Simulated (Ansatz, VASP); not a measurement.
## PbSe in VASP and in Ansatz

Contents of POSCAR:

```
PbSe
1.0
    0.0000000000      3.2122503083      3.0630789625
    3.2122503083      0.0000000000      3.0630789625
    3.2122503083      3.2122503083      0.0000000000
Pb Se
1 1
Direct
    0.0000000000      0.0000000000      0.0000000000
    0.5000000000      0.5000000000      0.5000000000
```

Contents of INCAR.step1:

```
PREC = Accurate ; ENCUT = 520
ISMEAR = 0 ; SIGMA = 0.01
LREAL = F ; LASPH = T
NELM = 80 ; NBANDS = 17
GGA = PE ; ALGO = Normal
EDIFF = 1E-4 ; LWAVE = T
LCHARG = F
```

INCAR.step2

```
PREC = Accurate ; ENCUT = 520
EDIFF = 1E-7 ; ISMEAR = 0
SIGMA = 0.01 ; LREAL = F
LASPH = T ; NELM = 80
ALGO = Normal ; ISIF = 2
LWAVE = F ; LCHARG = F
METAGGA = R2SCAN ; LMIXTAU = T
NBANDS = 17 ; ISTART = 1
```

File KPOINTS:

```
Automatic mesh
0
Gamma
  8 8 8
```

Input for Ansatz:

```yaml
crystal:
  lattice:
    - [0.0, 3.2122503083, 3.0630789625]
    - [3.2122503083, 0.0, 3.0630789625]
    - [3.2122503083, 3.2122503083, 0.0]
  atoms:
    - { symbol: Pb, position: [0.0, 0.0, 0.0] }
    - { symbol: Se, position: [0.5, 0.5, 0.5] }
kpoints:
  mp_grid: { grid: [8, 8, 8] }
  band_path:
    path:
      - [0.0, 0.0, 0.0]
      - [0.5, 0.0, 0.5]
      - [0.625, 0.25, 0.625]
      - [0.375, 0.375, 0.75]
      - [0.5, 0.5, 0.5]
      - [0.5, 0.25, 0.75]
      - [0.0, 0.0, 0.5]
    npoints: 1
hamiltonian:
  xc: r2scan
scf:
  occupations: { method: fixed }
  n_extra_bands: 4
output:
  forces: true
  stress: true
  eigenvalues: true
```

Change from the starting cell: epitaxial_xy strain +4.0%.

Alike in both runs: task single point; functional r2SCAN; k mesh 8 × 8 × 8; no spin polarisation.

|  | VASP | Ansatz |
| --- | --- | --- |
| version | VASP 6.6.1 | Ansatz 0.2.0 |
| potentials or method | VASP PAW PBE potentials, release 64 (Pb_d, Se) | plane waves, PAW |
| plane-wave cutoff (eV) | 520 | 500 |
| occupations | gaussian, width 0.01 eV | fixed |
| valence electrons in the cell | 20 | 30 |

|  | VASP | Ansatz | Ansatz less VASP |
| --- | --- | --- | --- |
| gap on the k mesh at the Fermi level (eV) | 0.81 | 0.80 | -0.005 |
| pressure (GPa) | -2.8 | -2.8 | +0.01 |
| traceless stress, the component that is largest in VASP (GPa) | 2.83 | 2.82 | -0.010 |

VASP's potentials were made for PBE, not for r2SCAN. VASP's potentials hold 20 valence electrons a cell and Ansatz's 30, so a difference there can come from the potentials and not from the codes.

Spin-orbit coupling is off throughout.
